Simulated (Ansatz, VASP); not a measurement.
**Si2Ni: VASP beside Ansatz**

```xyz
3
Lattice="0.0000 2.8473 2.8473 2.6957 0.1516 2.6957 2.6957 2.6957 0.1516" Properties=species:S:1:pos:R:3 pbc="T T T"
Si    1.3479    1.4237    1.4237
Si    4.0436    4.2710    4.2710
Ni    0.0000    0.0000    0.0000
```

Change from the starting cell: strain +0.1125 x Voigt [0, 0, 0, 1, 0, 0], atoms carried along.

Alike in both runs: task single point; functional PBEsol; k mesh 16 × 16 × 16; occupations gaussian, width 0.15 eV; no spin polarisation.

|  | VASP | Ansatz |
| --- | --- | --- |
| version | VASP 6.6.1 | Ansatz 0.2.0 |
| potentials or method | VASP PAW PBE potentials, release 64 (Si, Ni), cutoff 520 eV | scalar-relativistic, plane waves, PAW |
| valence electrons in the cell | 18 | 26 |

|  | VASP | Ansatz | Ansatz less VASP |
| --- | --- | --- | --- |
| gap on the k mesh at the Fermi level (eV) | none | none | - |
| pressure (GPa) | 2.4 | 2.2 | -0.15 |
| traceless stress, the component that is largest in VASP (GPa) | -13.04 | -13.03 | +0.004 |
| rms of the force components (eV/Å) | 0.433 | 0.431 | -0.0021 |

VASP's potentials were made for PBE, not for PBEsol. Atom by atom the forces differ by 0.002 eV/Å (rms over components). A gap of «none» marks a metal or a gap that the smearing closes. VASP's potentials hold 18 valence electrons a cell and Ansatz's 26, so a difference there can come from the potentials and not from the codes.
